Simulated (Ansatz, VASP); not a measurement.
## Ni: VASP beside Ansatz

```
Ni
1.0
     2.42119    0.00000    0.00000
     0.00000    2.42119    0.00000
     0.00000    0.00000   26.98428
Ni
8
Cartesian
  1.2106 1.2106 7.5000
  0.0000 0.0000 9.2120
  1.2106 1.2106 10.9241
  0.0000 0.0000 12.6361
  1.2106 1.2106 14.3482
  0.0000 0.0000 16.0602
  1.2106 1.2106 17.7722
  0.0000 0.0000 19.4843
```

Alike in both runs: task single point; functional LDA; k mesh 14 × 14 × 1; occupations gaussian, width 0.1 eV; collinear spin.

```csv
,VASP,Ansatz
version,VASP 6.6.1,Ansatz 0.2.0
potentials or method,"VASP PAW LDA potentials, release 64 (Ni), cutoff 520 eV","scalar-relativistic, plane waves, PAW"
valence electrons in the cell,80,144
```

```csv
,VASP,Ansatz,Ansatz less VASP
gap on the k mesh at the Fermi level (eV),none,none,-
rms of the force components (eV/Å),0.163,0.167,+0.0045
net moment per atom (μB),0.59,0.61,+0.017
size of the moment on the site where the two differ most (μB),0.58,0.63,+0.044
```

LDA's correlation is that of Perdew and Zunger in VASP and of Perdew and Wang (1992) in Ansatz. Site moments also hang on the region over which each program counts them. Atom by atom the forces differ by 0.005 eV/Å (rms over components). A gap of «none» marks a metal or a gap that the smearing closes. VASP's potentials hold 80 valence electrons a cell and Ansatz's 144, so a difference there can come from the potentials and not from the codes. Ansatz's warnings: stability check not made.
